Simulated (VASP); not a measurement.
# SiO2 (P6_422) in VASP: a series of runs

Runs on SiO2. Level: LDA. Tasks: single point, relaxation of the atoms.

All numbers are computed with VASP 6.6.1; they aren't measurements. Logs are shortened: lines on timing, memory, paths and dates and some standing lists are left out, and cuts for length are marked.

## Step 1: The cell of the first run

It takes space group P6_422 (No. 181, hexagonal). The conventional cell has a = 5.039 Å, b = 5.039 Å, c = 5.580 Å, α = 90.00°, β = 90.00°, γ = 120.00°. Within 2.1 Å of Si (site symmetry 222) lie 4 O at 1.61 Å. O (site symmetry 2) has 2 Si at 1.61 Å within 2.1 Å.

## Step 2: Single point, LDA (strain along c alone, the other axes held: +1.0 %, then relaxed in part)

Input file INCAR:

```
SYSTEM = SiO2
  ALGO = Normal
  EDIFF = 1E-6
  ENCUT = 520
  ISIF = 2
  ISMEAR = 0
  LASPH = .TRUE.
  LCHARG = .FALSE.
  LREAL = .FALSE.
  LWAVE = .FALSE.
  NBANDS = 34
  NELM = 100
  PREC = Accurate
  SIGMA = 0.02
```

Input file KPOINTS:

```
k-points
0
G
  6 6 4
  0 0 0
```

Input file POSCAR:

```
SiO2
1.0
    5.0386983975      0.0000000000      0.0000000000
   -2.5193491987      4.3636408142      0.0000000000
    0.0000000000      0.0000000000      5.5801035267
Si O
3 6
Direct
    0.0000000000      0.5000000000      0.3333333333
    0.5000000000      0.5000000000      0.6666666667
    0.5000000000      0.0000000000      0.0000000000
    0.5829021747      0.7914510874      0.8333333333
    0.7914510874      0.5829021747      0.5000000000
    0.7914510874      0.2085489126      0.1666666667
    0.4170978253      0.2085489126      0.8333333333
    0.2085489126      0.4170978253      0.5000000000
    0.2085489126      0.7914510874      0.1666666667
```

Potentials or basis: VASP PAW LDA potentials, release 64 (Si, O).

Started as:

```bash
> cat potpaw_LDA.64/Si/POTCAR potpaw_LDA.64/O/POTCAR > POTCAR
> mpirun -np 1 vasp_std > vasp.out
```

OUTCAR:

```text
SYSTEM = SiO2
   EDIFF = 1E-6
   ENCUT = 520
   ISIF = 2
   ISMEAR = 0
   LASPH = .TRUE.
   LREAL = .FALSE.
   NELM = 100
   PREC = Accurate

 ion  position               nearest neighbor table
   1  0.000  0.500  0.333-   6 1.61   9 1.61   8 1.61   5 1.61   3 3.13   3 3.13   2 3.13   2 3.13

   2  0.500  0.500  0.667-   4 1.61   7 1.61   5 1.61   8 1.61   3 3.13   3 3.13   1 3.13   1 3.13

   3  0.500  0.000  0.000-   4 1.61   7 1.61   6 1.61   9 1.61   2 3.13   2 3.13   1 3.13   1 3.13

   4  0.583  0.791  0.833-   3 1.61   2 1.61
   5  0.791  0.583  0.500-   1 1.61   2 1.61
   6  0.791  0.209  0.167-   1 1.61   3 1.61
   7  0.417  0.209  0.833-   3 1.61   2 1.61
   8  0.209  0.417  0.500-   1 1.61   2 1.61
   9  0.209  0.791  0.167-   1 1.61   3 1.61

  LATTYP: Found a hexagonal cell.
 ALAT       =     5.0386983975
 C/A-ratio  =     1.1074494019

  Lattice vectors:

 A1 = (   5.0386983975,   0.0000000000,   0.0000000000)
 A2 = (  -2.5193491987,   4.3636408142,   0.0000000000)
 A3 = (   0.0000000000,   0.0000000000,   5.5801035267)

Analysis of symmetry for initial positions (statically):
=====================================================================
 Subroutine PRICEL returns:
 Original cell was already a primitive cell.

 Routine SETGRP: Setting up the symmetry group for a
 hexagonal supercell.

 Subroutine GETGRP returns: Found 12 space group operations
 (whereof  4 operations were pure point group operations)
 out of a pool of 24 trial point group operations.

The static configuration has the point symmetry D_2 .
 The point group associated with its full space group is D_6 .

Analysis of symmetry for dynamics (positions and initial velocities):
=====================================================================
 Subroutine PRICEL returns:
 Original cell was already a primitive cell.

 Routine SETGRP: Setting up the symmetry group for a
 hexagonal supercell.

 Subroutine GETGRP returns: Found 12 space group operations
 (whereof  4 operations were pure point group operations)
 out of a pool of 24 trial point group operations.

The dynamic configuration has the point symmetry D_2 .
 The point group associated with its full space group is D_6 .

 Subroutine INISYM returns: Found 12 space group operations
 (whereof  4 operations are pure point group operations),
[... 109 lines left out ...]
   NSW    =      0    number of steps for IOM
   IBRION =     -1    ionic relax: 0-MD 1-quasi-New 2-CG
   NFREE  =      0    steps in history (QN), initial steepest desc. (CG)
   ISIF   =      2    stress and relaxation
   ISYM   =      2    0-nonsym 1-usesym 2-fastsym
   POTIM  = 0.5000    time-step for ionic-motion
   TEBEG  =    0.0;   TEEND  =   0.0 temperature during run
   PSTRESS=    0.0 pullay stress
   NELECT =      48.0000    total number of electrons
   NUPDOWN=      -1.0000    fix difference up-down
   EMIN   =  10.00;   EMAX   =-10.00  energy-range for DOS
   EFERMI =   0.00;   METHOD = LEGACY
   ISMEAR =     0;   SIGMA  =   0.02  broadening in eV -4-tet -1-fermi 0-gaus
   EFERMI_NEDOS =   21; number of points for ismear=-14 and -15
   IALGO  =     38    algorithm
   IMIX   =      4    mixing-type and parameters
     AMIX     =   0.40;   BMIX     =  1.00
     AMIX_MAG =   1.60;   BMIX_MAG =  1.00
  volume/ion in A,a.u.               =      13.63        91.99
  Fermi-wavevector in a.u.,A,eV,Ry     =   1.197343  2.262651 19.505735  1.433631
  Thomas-Fermi vector in A             =   2.333261
   LORBIT       =      0    0 simple, 1 ext, 2 COOP (PROOUT), +10 PAW based schemes
   GGA     = CA    functional components
   LHFCALC =     F    Hartree Fock is set to
   AEXX    =    0.0000 exact exchange contribution
   IVDW    =     0    specifies the selected vdW correction
   LEPSILON=     F    determine dielectric tensor
   LRPA    =     F    only Hartree local field effects (RPA)
 non-spin polarized calculation
 Gauss-broadening in eV      SIGMA  =   0.02
  energy-cutoff  :      520.00
  volume of cell :      122.69
 maximum number of plane-waves:      3344
 NGX is ok and might be reduce to    40
   NGX = 19   NGY = 19   NGZ = 21

 number of electron      47.9999965 magnetization

 Free energy of the ion-electron system (eV)
  ---------------------------------------------------
  ext. energy  EPLUGINS =         0.00000000
  ---------------------------------------------------
  free energy    TOTEN  =       -77.80860905 eV

  energy without entropy =      -77.80860905  energy(sigma->0) =      -77.80860905

 E-fermi :   0.4282     XC(G=0):  -9.3166

 val. band max:        0.3047747235   @ k =   0.0000   0.0000   0.5000
 cond. band min:       5.7495793170   @ k =   0.0000   0.0000   0.0000
 fundamental gap:      5.4448045935
 Fermi energy:         0.4282435331

 k-point     1 :       0.0000    0.0000    0.0000
  band No.  band energies     occupation
      1     -18.9059      2.00000
      2     -17.4114      2.00000
      3     -17.4114      2.00000
      4     -16.7589      2.00000
      5     -16.7041      2.00000
      6     -16.7041      2.00000
[... 766 lines left out ...]
     33      11.4581      0.00000
     34      11.4962      0.00000

------------------------ aborting loop because EDIFF is reached ----------------------------------------

  FORCE on cell =-STRESS in cart. coord.  units (eV):
  Direction    XX          YY          ZZ          XY          YZ          ZX
  --------------------------------------------------------------------------------------
  -------------------------------------------------------------------------------------
  Total       -0.4905477     -0.4905477     -1.0584885     -0.0000000     -0.0000000     -0.0000000
  in kB       -6.4059307     -6.4059307    -13.8225166     -0.0000000     -0.0000000     -0.0000000
  external PRESSURE =      -8.8781260 kB  Pullay stress =       0.0000000 kB

 VOLUME and BASIS-vectors are now :
 -----------------------------------------------------------------------------
  energy-cutoff  :      520.00
  volume of cell :      122.69
      direct lattice vectors                 reciprocal lattice vectors
     5.038698398  0.000000000  0.000000000     0.198463953  0.114583216  0.000000000
    -2.519349199  4.363640814  0.000000000     0.000000000  0.229166433  0.000000000
     0.000000000  0.000000000  5.580103527     0.000000000  0.000000000  0.179208145

 POSITION                                       TOTAL-FORCE (eV/Angst)
 -----------------------------------------------------------------------------------
     -1.25967      2.18182      1.86003         0.000000      0.000000      0.000000
      1.25967      2.18182      3.72007         0.000000      0.000000     -0.000000
      2.51935      0.00000      0.00000         0.000000      0.000000     -0.000000
      0.94313      3.45361      4.65009         0.006512      0.003760     -0.000000
      2.51935      2.54358      2.79005         0.000000      0.007519      0.000000
      3.46248      0.91003      0.93002         0.006512     -0.003760      0.000000
      1.57622      0.91003      4.65009        -0.006512     -0.003760     -0.000000
     -0.00000      1.82007      2.79005        -0.000000     -0.007519      0.000000
     -0.94313      3.45361      0.93002        -0.006512      0.003760      0.000000
 -----------------------------------------------------------------------------------
    total drift:                                0.000000     -0.000000     -0.000001

  FREE ENERGIE OF THE ION-ELECTRON SYSTEM (eV)
  ---------------------------------------------------
  free  energy   TOTEN  =       -77.8086090492 eV

  energy  without entropy=      -77.8086090492  energy(sigma->0) =      -77.80860905
```

Run time: 2.2 min. Hardware: 1 thread of AMD EPYC 7R13, shared host; peak memory 0.19 GiB.

Results:

```yaml
Free_energy: -77.8086 eV
Pressure: -0.9 GPa
Largest_force: 0.008 eV/Å
Band_gap_on_the_k_mesh: 5.44 eV (least direct gap 5.62 eV)
```

Forces on the atoms (eV/Å):
```
Si   0.000  0.000  0.000
Si   0.000  0.000  0.000
Si   0.000  0.000  0.000
O    0.007  0.004  0.000
O    0.000  0.008  0.000
O    0.007 -0.004  0.000
O   -0.007 -0.004  0.000
O    0.000 -0.008  0.000
O   -0.007  0.004  0.000
```

Stress tensor (GPa, compression positive):
```
-0.64  0.00  0.00
 0.00 -0.64  0.00
 0.00  0.00 -1.38
```

Caveat: the cell differs from its parent crystal (strain along c alone, the other axes held: +1.0 %, then relaxed in part).

## Step 3: Single point, LDA (strain along c alone, the other axes held: +2.0 %, then relaxed in part)

Input file INCAR:

```
SYSTEM = SiO2
  PREC = Accurate
  ENCUT = 520
  EDIFF = 1E-6
  ISMEAR = 0
  SIGMA = 0.02
  LREAL = .FALSE.
  LASPH = .TRUE.
  NELM = 60
  ALGO = Normal
  ISIF = 2
  LWAVE = .FALSE.
  LCHARG = .FALSE.
  NBANDS = 34
```

Input file KPOINTS:

```
regular mesh
0
G
  6 6 4
  0 0 0
```

Input file POSCAR:

```
SiO2
1.0
    5.0386983975      0.0000000000      0.0000000000
   -2.5193491987      4.3636408142      0.0000000000
    0.0000000000      0.0000000000      5.6353520765
Si O
3 6
Direct
    0.0000000000      0.5000000000      0.3333333333
    0.5000000000      0.5000000000      0.6666666667
    0.5000000000      0.0000000000      0.0000000000
    0.5813927859      0.7906963930      0.8333333333
    0.7906963930      0.5813927859      0.5000000000
    0.7906963930      0.2093036070      0.1666666667
    0.4186072141      0.2093036070      0.8333333333
    0.2093036070      0.4186072141      0.5000000000
    0.2093036070      0.7906963930      0.1666666667
```

Potentials or basis: VASP PAW LDA potentials, release 64 (Si, O).

Started as:

```bash
> cat potpaw_LDA.64/Si/POTCAR potpaw_LDA.64/O/POTCAR > POTCAR
> mpirun -np 1 vasp_std > vasp.out
```

Wall time 2.4 min (1 thread of AMD EPYC 7R13, shared host); peak memory 0.19 GiB.

It converged, with:

```yaml
Free_energy: -77.7918 eV
Pressure: -2.3 GPa
Largest_force: 0.008 eV/Å
Band_gap_on_the_k_mesh: 5.39 eV (least direct gap 5.55 eV)
```

Forces on the atoms (eV/Å):
```
Si   0.000  0.000  0.000
Si   0.000  0.000  0.000
Si   0.000  0.000  0.000
O    0.007  0.004  0.000
O    0.000  0.008  0.000
O    0.007 -0.004  0.000
O   -0.007 -0.004  0.000
O    0.000 -0.008  0.000
O   -0.007  0.004  0.000
```

Stress tensor (GPa, compression positive):
```
-1.79  0.00  0.00
 0.00 -1.79  0.00
 0.00  0.00 -3.38
```

Levels at points of the mesh, in eV from the valence-band top:
```
           k point  band 21  band 22  band 23  band 24  band 25  band 26  band 27  band 28
(0.00, 0.00, 0.00)    -1.03    -0.48    -0.48    -0.16     5.39     8.62     8.62     8.86
(0.50, 0.00, 0.00)    -1.18    -1.05    -0.39    -0.02     7.45     8.26     9.27     9.39
(0.00, 0.00, 0.50)    -1.12    -0.34     0.00     0.00     7.18     7.18     8.08     9.33
(0.50, 0.00, 0.50)    -0.95    -0.77    -0.76    -0.33     8.39     8.73     8.86     9.00
```

Caveat: the cell differs from its parent crystal (strain along c alone, the other axes held: +2.0 %, then relaxed in part). A k mesh can miss the band edges.

## Step 4: Single point, LDA

This run uses another cell than the first one, of 13.77 Å³/atom.

Input file INCAR:

```
PREC = Accurate
ENCUT = 520
EDIFF = 1E-6
ISMEAR = 0
SIGMA = 0.02
LREAL = F
LASPH = T
NELM = 100
ALGO = Normal
ISIF = 2
LWAVE = F
LCHARG = F
GGA = CA
NBANDS = 34
```

Input file KPOINTS:

```
Automatic mesh
0
Gamma
  6 6 4
```

POSCAR is that of step 3.

Started as:

```bash
> cat potpaw_LDA.64/Si/POTCAR potpaw_LDA.64/O/POTCAR > POTCAR
> mpirun -np 1 vasp_std > vasp.out
```

Run time: 2.4 min. Hardware: 1 thread of AMD EPYC 7R13, shared host; peak memory 0.19 GiB.

Results (log left out):

- Free energy: -77.7918 eV
- Pressure: -2.3 GPa
- Largest force: 0.008 eV/Å
- Band gap on the k mesh: 5.39 eV (least direct gap 5.55 eV)

Forces in eV/Å, atoms in the order of the input:
```
Si   0.000  0.000  0.000
Si   0.000  0.000  0.000
Si   0.000  0.000  0.000
O    0.007  0.004  0.000
O    0.000  0.008  0.000
O    0.007 -0.004  0.000
O   -0.007 -0.004  0.000
O    0.000 -0.008  0.000
O   -0.007  0.004  0.000
```

Stress tensor (GPa, compression positive):
```
-1.79  0.00  0.00
 0.00 -1.79  0.00
 0.00  0.00 -3.38
```

Levels at points of the mesh, in eV from the valence-band top:
```csv
k point,band 21,band 22,band 23,band 24,band 25,band 26,band 27,band 28
"(0.00, 0.00, 0.00)",-1.03,-0.48,-0.48,-0.16,5.39,8.62,8.62,8.86
"(0.50, 0.00, 0.00)",-1.18,-1.05,-0.39,-0.02,7.45,8.26,9.27,9.39
"(0.00, 0.00, 0.50)",-1.12,-0.34,0.00,0.00,7.18,7.18,8.08,9.33
"(0.50, 0.00, 0.50)",-0.95,-0.77,-0.76,-0.33,8.39,8.73,8.86,9.00
```

A k mesh can miss the band edges.

## Step 5: Relaxation of the atoms, LDA (strain along c alone, the other axes held: +2.0 %)

Input file INCAR:

```
SYSTEM = SiO2
  PREC = Accurate
  ENCUT = 520
  EDIFF = 1E-6
  ISMEAR = 0
  SIGMA = 0.02
  LREAL = .False.
  LASPH = .True.
  NELM = 80
  ALGO = Normal
  ISIF = 2
  LWAVE = .False.
  LCHARG = .False.
  IBRION = 2
  NSW = 60
  EDIFFG = -0.008
```

Input file KPOINTS:

```
regular mesh
0
Gamma
  6 6 4
  0 0 0
```

Input file POSCAR:

```
SiO2
1.0
    5.0386983975      0.0000000000      0.0000000000
   -2.5193491987      4.3636408142      0.0000000000
    0.0000000000      0.0000000000      5.6353520765
Si O
3 6
Direct
    0.0000000000      0.5000000000      0.3333333333
    0.5000000000      0.5000000000      0.6666666667
    0.5000000000      0.0000000000      0.0000000000
    0.5829021747      0.7914510874      0.8333333333
    0.7914510874      0.5829021747      0.5000000000
    0.7914510874      0.2085489126      0.1666666667
    0.4170978253      0.2085489126      0.8333333333
    0.2085489126      0.4170978253      0.5000000000
    0.2085489126      0.7914510874      0.1666666667
```

Started as:

```bash
> cat potpaw_LDA.64/Si/POTCAR potpaw_LDA.64/O/POTCAR > POTCAR
> mpirun -np 1 vasp_std > vasp.out
```

Wall time 3.9 min (1 thread of Intel Xeon 8259CL, shared host); peak memory 0.19 GiB.

The run converged. Its results:

| Property | Result |
| --- | --- |
| Free energy | -77.7918 eV |
| Energy gained by relaxing | 0.1 meV/atom |
| Ionic steps | 3 |
| Pressure after relaxing | -2.4 GPa |
| Band gap on the k mesh | 5.39 eV (least direct gap 5.55 eV) |

Stress tensor (GPa, compression positive):
```
-1.83  0.00  0.00
 0.00 -1.83  0.00
 0.00  0.00 -3.42
```

The path:
| step | energy change (eV) | largest force (eV/Å) | pressure (GPa) |
| --- | --- | --- | --- |
| 1 | 0.0000 | 0.0582 | -2.71 |
| 2 | -0.0008 | 0.0311 | -2.55 |
| 3 | -0.0010 | 0.0010 | -2.36 |

Final structure:
```
CELL_PARAMETERS angstrom
5.03870 0.00000 0.00000
-2.51935 4.36364 0.00000
0.00000 0.00000 5.63535
ATOMIC_POSITIONS crystal
Si 0.00000 0.50000 0.33333
Si 0.50000 0.50000 0.66667
Si 0.50000 0.00000 0.00000
O 0.58152 0.79076 0.83333
O 0.79076 0.58152 0.50000
O 0.79076 0.20924 0.16667
O 0.41848 0.20924 0.83333
O 0.20924 0.41848 0.50000
O 0.20924 0.79076 0.16667
```

Levels at points of the mesh, in eV from the valence-band top:
| k point | band 21 | band 22 | band 23 | band 24 | band 25 | band 26 | band 27 | band 28 |
| --- | --- | --- | --- | --- | --- | --- | --- | --- |
| (0.00, 0.00, 0.00) | -1.03 | -0.48 | -0.48 | -0.16 | 5.39 | 8.62 | 8.62 | 8.86 |
| (0.50, 0.00, 0.00) | -1.18 | -1.05 | -0.39 | -0.02 | 7.45 | 8.26 | 9.27 | 9.39 |
| (0.00, 0.00, 0.50) | -1.12 | -0.34 | 0.00 | 0.00 | 7.18 | 7.18 | 8.08 | 9.34 |
| (0.50, 0.00, 0.50) | -0.95 | -0.77 | -0.76 | -0.33 | 8.39 | 8.73 | 8.86 | 9.00 |

Caveat: the cell differs from its parent crystal (strain along c alone, the other axes held: +2.0 %).

## Step 6: The runs side by side

```csv
task,cell,gap on the mesh (eV),pressure (GPa),largest force (eV/Å)
single point,"a = 5.039, b = 5.039, c = 5.580 Å, angles 90.0, 90.0, 120.0°, 9 atoms, atomic positions A",5.44,-0.9,0.01
single point,"a = 5.039, b = 5.039, c = 5.635 Å, angles 90.0, 90.0, 120.0°, 9 atoms, atomic positions B",5.39,-2.3,0.01
relaxation of the atoms,"atoms relaxed from a = 5.039, b = 5.039, c = 5.635 Å, angles 90.0, 90.0, 120.0°, 9 atoms, atomic positions A",5.39,-2.4,-
```

Alike in all rows: level LDA; potentials or basis VASP PAW LDA potentials, release 64 (Si, O); no spin polarisation; k mesh 6 × 6 × 4; cutoff (eV) 520; smearing gaussian 0.02 eV.

Total energies depend on the potentials used, so only differences within one code and one set of settings carry meaning.
